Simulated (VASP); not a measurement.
# Ba3HfO (P4/mmm) in VASP: a series of runs, part 2 of 2

VASP 6.6.1. Earlier steps stand in the parts before.

## 3. Single point, PBE

This run uses another cell than the first one, of 35.54 Å³/atom, 1.163 times its volume.

File INCAR:

```
SYSTEM = Ba3HfO
PREC = Accurate ; ENCUT = 520
EDIFF = 1E-6 ; ISMEAR = 0
SIGMA = 0.1 ; LREAL = .FALSE.
LASPH = .TRUE. ; NELM = 100
ALGO = Normal ; ISIF = 2
LWAVE = .FALSE. ; LCHARG = .FALSE.
GGA = PE ; NBANDS = 31
```

File KPOINTS:

```
regular mesh
0
G
  4 4 4
  0 0 0
```

File POSCAR:

```
Ba3HfO
1.0
    6.5592478912      0.0000000000      0.0000000000
    0.0000000000      6.5592478912      0.0000000000
    0.0000000000      0.0000000000      4.1306259348
Ba Hf O
3 1 1
Direct
    0.5000000000      0.0000000000      0.5000000000
    0.0000000000      0.5000000000      0.5000000000
    0.0000000000      0.0000000000      0.0000000000
    0.5000000000      0.5000000000      0.0000000000
    0.5000000000      0.5000000000      0.5000000000
```

Potentials or basis: VASP PAW PBE potentials, release 64 (Ba_sv, Hf_pv, O).

Launch:

```sh
$ cat potpaw_PBE.64/Ba_sv/POTCAR potpaw_PBE.64/Hf_pv/POTCAR potpaw_PBE.64/O/POTCAR > POTCAR
$ mpirun -np 1 vasp_std > vasp.out
```

OUTCAR:

```text
SYSTEM = Ba3HfO
   PREC = Accurate
   ENCUT = 520
   EDIFF = 1E-6
   ISMEAR = 0
   LREAL = .FALSE.
   LASPH = .TRUE.
   NELM = 100
   ISIF = 2
   GGA = PE

 ion  position               nearest neighbor table
   1  0.500  0.000  0.500-   5 3.28   5 3.28   3 3.88   3 3.88   4 3.88   4 3.88   4 3.88   4 3.88
                             3 3.88   3 3.88   2 4.64   2 4.64   2 4.64   2 4.64
   2  0.000  0.500  0.500-   5 3.28   5 3.28   3 3.88   3 3.88   4 3.88   3 3.88   3 3.88   4 3.88
                             4 3.88   4 3.88   1 4.64   1 4.64   1 4.64   1 4.64
   3  0.000  0.000  0.000-   1 3.88   2 3.88   1 3.88   2 3.88   2 3.88   2 3.88   1 3.88   1 3.88

   4  0.500  0.500  0.000-   5 2.07   5 2.07   1 3.88   1 3.88   2 3.88   2 3.88   1 3.88   1 3.88
                             2 3.88   2 3.88
   5  0.500  0.500  0.500-   4 2.07   4 2.07   1 3.28   2 3.28   1 3.28   2 3.28

  LATTYP: Found a simple tetragonal cell.
 ALAT       =     6.5592478912
 C/A-ratio  =     0.6297407879

  Lattice vectors:

 A1 = (   6.5592478912,   0.0000000000,   0.0000000000)
 A2 = (   0.0000000000,   6.5592478912,   0.0000000000)
 A3 = (   0.0000000000,   0.0000000000,   4.1306259348)

Analysis of symmetry for initial positions (statically):
=====================================================================
 Subroutine PRICEL returns:
 Original cell was already a primitive cell.

 Routine SETGRP: Setting up the symmetry group for a
 simple tetragonal supercell.

 Subroutine GETGRP returns: Found 16 space group operations
 (whereof 16 operations were pure point group operations)
 out of a pool of 16 trial point group operations.

The static configuration has the point symmetry D_4h.

Analysis of symmetry for dynamics (positions and initial velocities):
=====================================================================
 Subroutine PRICEL returns:
 Original cell was already a primitive cell.

 Routine SETGRP: Setting up the symmetry group for a
 simple tetragonal supercell.

 Subroutine GETGRP returns: Found 16 space group operations
 (whereof 16 operations were pure point group operations)
 out of a pool of 16 trial point group operations.

The dynamic configuration has the point symmetry D_4h.

 Subroutine INISYM returns: Found 16 space group operations
 (whereof 16 operations are pure point group operations),
 and found     1 'primitive' translations

----------------------------------------------------------------------------------------

                                     Primitive cell

  volume of cell :     177.7149

  direct lattice vectors                    reciprocal lattice vectors
     6.559247891  0.000000000  0.000000000     0.152456504  0.000000000  0.000000000
     0.000000000  6.559247891  0.000000000     0.000000000  0.152456504  0.000000000
     0.000000000  0.000000000  4.130625935     0.000000000  0.000000000  0.242094059

  length of vectors
     6.559247891  6.559247891  4.130625935     0.152456504  0.152456504  0.242094059

  position of ions in fractional coordinates (direct lattice)
     0.500000000  0.000000000  0.500000000
     0.000000000  0.500000000  0.500000000
[... 34 lines left out ...]
 ===========================================

 Found     18 irreducible k-points:

 Following reciprocal coordinates:
            Coordinates               Weight
  0.000000  0.000000  0.000000      1.000000
  0.250000  0.000000  0.000000      4.000000
  0.500000  0.000000  0.000000      2.000000
  0.250000  0.250000  0.000000      4.000000
  0.500000  0.250000  0.000000      4.000000
  0.500000  0.500000  0.000000      1.000000
[... 10 lines left out ...]
  0.500000  0.250000  0.500000      4.000000
  0.500000  0.500000  0.500000      1.000000
   k-points           NKPTS =     18   k-points in BZ     NKDIM =     18   number of bands    NBANDS=     31
   number of dos      NEDOS =    301   number of ions     NIONS =      5
   total plane-waves  NPLWV =  80000
   dimension x,y,z NGX =    50 NGY =   50 NGZ =   32
   dimension x,y,z NGXF=   100 NGYF=  100 NGZF=   64
   ions per type =               3   1   1
   NGX,Y,Z   is equivalent  to a cutoff of  12.67, 12.67, 12.88 a.u.
   NGXF,Y,Z  is equivalent  to a cutoff of  25.35, 25.35, 25.76 a.u.
 SYSTEM =  Ba3HfO
   PREC   = accura    normal or accurate (medium, high low for compatibility)
   ISTART =      0    job   : 0-new  1-cont  2-samecut
   ICHARG =      2    charge: 1-file 2-atom 10-const
   ISPIN  =      1    spin polarized calculation?
   LNONCOLLINEAR =      F non collinear calculations
   LSORBIT =      F    spin-orbit coupling
   LASPH  =      T    aspherical Exc in radial PAW
   ENCUT  =  520.0 eV  38.22 Ry    6.18 a.u.  12.20 12.20  7.68*2*pi/ulx,y,z
   NELM   =    100;   NELMIN=  2; NELMDL= -5     # of ELM steps
   EDIFF  = 0.1E-05   stopping-criterion for ELM
   LREAL  =      F    real-space projection
   EDIFFG = 0.1E-04   stopping-criterion for IOM
   NSW    =      0    number of steps for IOM
   IBRION =     -1    ionic relax: 0-MD 1-quasi-New 2-CG
   NFREE  =      0    steps in history (QN), initial steepest desc. (CG)
   ISIF   =      2    stress and relaxation
   ISYM   =      2    0-nonsym 1-usesym 2-fastsym
   POTIM  = 0.5000    time-step for ionic-motion
   TEBEG  =    0.0;   TEEND  =   0.0 temperature during run
   PSTRESS=    0.0 pullay stress
   NELECT =      46.0000    total number of electrons
   NUPDOWN=      -1.0000    fix difference up-down
   EMIN   =  10.00;   EMAX   =-10.00  energy-range for DOS
   EFERMI =   0.00;   METHOD = LEGACY
   ISMEAR =     0;   SIGMA  =   0.10  broadening in eV -4-tet -1-fermi 0-gaus
   EFERMI_NEDOS =   21; number of points for ismear=-14 and -15
   IALGO  =     38    algorithm
   IMIX   =      4    mixing-type and parameters
     AMIX     =   0.40;   BMIX     =  1.00
     AMIX_MAG =   1.60;   BMIX_MAG =  1.00
  volume/ion in A,a.u.               =      35.54       239.86
  Fermi-wavevector in a.u.,A,eV,Ry     =   1.043325  1.971598 14.810299  1.088526
  Thomas-Fermi vector in A             =   2.178029
   LORBIT       =      0    0 simple, 1 ext, 2 COOP (PROOUT), +10 PAW based schemes
   GGA     = PE    functional components
   LHFCALC =     F    Hartree Fock is set to
   AEXX    =    0.0000 exact exchange contribution
   IVDW    =     0    specifies the selected vdW correction
   LEPSILON=     F    determine dielectric tensor
   LRPA    =     F    only Hartree local field effects (RPA)
 non-spin polarized calculation
 Gauss-broadening in eV      SIGMA  =   0.10
  energy-cutoff  :      520.00
  volume of cell :      177.71
 maximum number of plane-waves:      4831
 NGX is ok and might be reduce to    50
   NGX = 25   NGY = 25   NGZ = 15

 number of electron      46.0000003 magnetization

 Free energy of the ion-electron system (eV)
  ---------------------------------------------------
  ext. energy  EPLUGINS =         0.00000000
  ---------------------------------------------------
  free energy    TOTEN  =       -24.13761086 eV

  energy without entropy =      -24.10845937  energy(sigma->0) =      -24.12303511

 E-fermi :   2.8999     XC(G=0):  -8.7807

 val. band max:        2.8893868580   @ k =   0.5000   0.0000   0.2500
 cond. band min:       2.9831254403   @ k =   0.2500   0.2500   0.0000
 fundamental gap:      0.0937385822
 Fermi energy:         2.8999499838

 k-point     1 :       0.0000    0.0000    0.0000
  band No.  band energies     occupation
      1     -28.9705      2.00000
      2     -28.8595      2.00000
      3     -28.8595      2.00000
      4     -25.5236      2.00000
      5     -25.3670      2.00000
      6     -25.3034      2.00000
[... 601 lines left out ...]
     30       5.6616      0.00000
     31       5.9490      0.00000

------------------------ aborting loop because EDIFF is reached ----------------------------------------

  FORCE on cell =-STRESS in cart. coord.  units (eV):
  Direction    XX          YY          ZZ          XY          YZ          ZX
  --------------------------------------------------------------------------------------
  -------------------------------------------------------------------------------------
  Total        0.4765345      0.4765345     -0.4797776      0.0000000      0.0000000      0.0000000
  in kB        4.2961649      4.2961649     -4.3254032      0.0000000      0.0000000      0.0000000
  external PRESSURE =       1.4223089 kB  Pullay stress =       0.0000000 kB

 VOLUME and BASIS-vectors are now :
 -----------------------------------------------------------------------------
  energy-cutoff  :      520.00
  volume of cell :      177.71
      direct lattice vectors                 reciprocal lattice vectors
     6.559247891  0.000000000  0.000000000     0.152456504  0.000000000  0.000000000
     0.000000000  6.559247891  0.000000000     0.000000000  0.152456504  0.000000000
     0.000000000  0.000000000  4.130625935     0.000000000  0.000000000  0.242094059

 POSITION                                       TOTAL-FORCE (eV/Angst)
 -----------------------------------------------------------------------------------
      3.27962      0.00000      2.06531         0.000000      0.000000      0.000000
      0.00000      3.27962      2.06531         0.000000      0.000000      0.000000
      0.00000      0.00000      0.00000         0.000000      0.000000      0.000000
      3.27962      3.27962      0.00000         0.000000      0.000000      0.000000
      3.27962      3.27962      2.06531         0.000000      0.000000      0.000000
 -----------------------------------------------------------------------------------
    total drift:                                0.000000     -0.000000      0.000000

  FREE ENERGIE OF THE ION-ELECTRON SYSTEM (eV)
  ---------------------------------------------------
  free  energy   TOTEN  =       -24.1376108558 eV

  energy  without entropy=      -24.1084593740  energy(sigma->0) =      -24.12303511
```

OSZICAR:

```text
N       E                     dE             d eps       ncg     rms          rms(c)
DAV:   1     0.323371814104E+03    0.32337E+03   -0.21300E+04  1116   0.131E+03
DAV:   2    -0.412194071299E+01   -0.32749E+03   -0.31866E+03  1607   0.281E+02
DAV:   3    -0.269275818184E+02   -0.22806E+02   -0.22240E+02  1448   0.685E+01
DAV:   4    -0.278825330433E+02   -0.95495E+00   -0.94832E+00  1721   0.120E+01
DAV:   5    -0.279026430290E+02   -0.20110E-01   -0.20090E-01  1413   0.148E+00    0.334E+01
DAV:   6    -0.243771585311E+02    0.35255E+01   -0.24201E+01  1429   0.146E+01    0.318E+01
DAV:   7    -0.241918993446E+02    0.18526E+00   -0.38146E+00  1364   0.601E+00    0.217E+01
DAV:   8    -0.244429516287E+02   -0.25105E+00   -0.21039E+00  1432   0.420E+00    0.632E+00
DAV:   9    -0.241356647027E+02    0.30729E+00   -0.19403E+00  1358   0.239E+00    0.119E+00
DAV:  10    -0.241377996989E+02   -0.21350E-02   -0.52366E-02  1391   0.690E-01    0.311E-01
DAV:  11    -0.241375449625E+02    0.25474E-03   -0.36115E-03  1504   0.216E-01    0.163E-01
DAV:  12    -0.241376280953E+02   -0.83133E-04   -0.26469E-04  1539   0.682E-02    0.327E-02
DAV:  13    -0.241376107026E+02    0.17393E-04   -0.64287E-05  1445   0.242E-02    0.118E-02
DAV:  14    -0.241376108558E+02   -0.15322E-06   -0.81516E-06  1449   0.126E-02
   1 F= -.24137611E+02 E0= -.24123035E+02  d E =-.291515E-01
```

stdout:

```text
POSCAR found type information on POSCAR BaHfO
 POSCAR found :  3 types and       5 ions
 scaLAPACK will be used
 LDA part: xc-table for (Slater+PW92), standard interpolation
 POSCAR, INCAR and KPOINTS ok, starting setup
 FFT: planning ... GRIDC
 FFT: planning ... GRID_SOFT
 FFT: planning ... GRID
 WAVECAR not read
 entering main loop
```

Run time: 85 s. Hardware: 1 thread of Intel Xeon Platinum 8488C (Sapphire Rapids), shared host; peak memory 0.32 GiB.

Results:

```
Free energy            : -24.1376 eV
Pressure               : 0.1 GPa
Band gap on the k mesh : zero (band 23 reaches 3.15 eV, above the bottom of band 24 at 2.73 eV)
```

Levels at points of the mesh, in eV from the Fermi level:
| k point | band 20 | band 21 | band 22 | band 23 | band 24 | band 25 | band 26 | band 27 |
| --- | --- | --- | --- | --- | --- | --- | --- | --- |
| (0.00, 0.00, 0.00) | -3.12 | -1.32 | -1.23 | -1.07 | 0.62 | 0.62 | 0.90 | 1.07 |
| (0.50, 0.00, 0.00) | -2.15 | -1.52 | -0.56 | -0.19 | 0.11 | 0.21 | 0.74 | 1.19 |
| (0.50, 0.50, 0.00) | -1.50 | -0.55 | -0.55 | -0.53 | 0.24 | 0.85 | 0.98 | 0.98 |
| (0.00, 0.00, 0.50) | -1.34 | -0.05 | -0.05 | 0.25 | 0.33 | 0.68 | 1.00 | 1.23 |
| (0.50, 0.00, 0.50) | -1.71 | -0.47 | -0.36 | -0.29 | 0.18 | 0.45 | 0.61 | 1.37 |
| (0.50, 0.50, 0.50) | -2.31 | -1.15 | -0.59 | -0.59 | -0.17 | 0.35 | 1.86 | 1.86 |

Caveat: the k points lie up to 0.38 Å⁻¹ apart; spin-orbit coupling is left out, which moves the levels of the heavy elements.
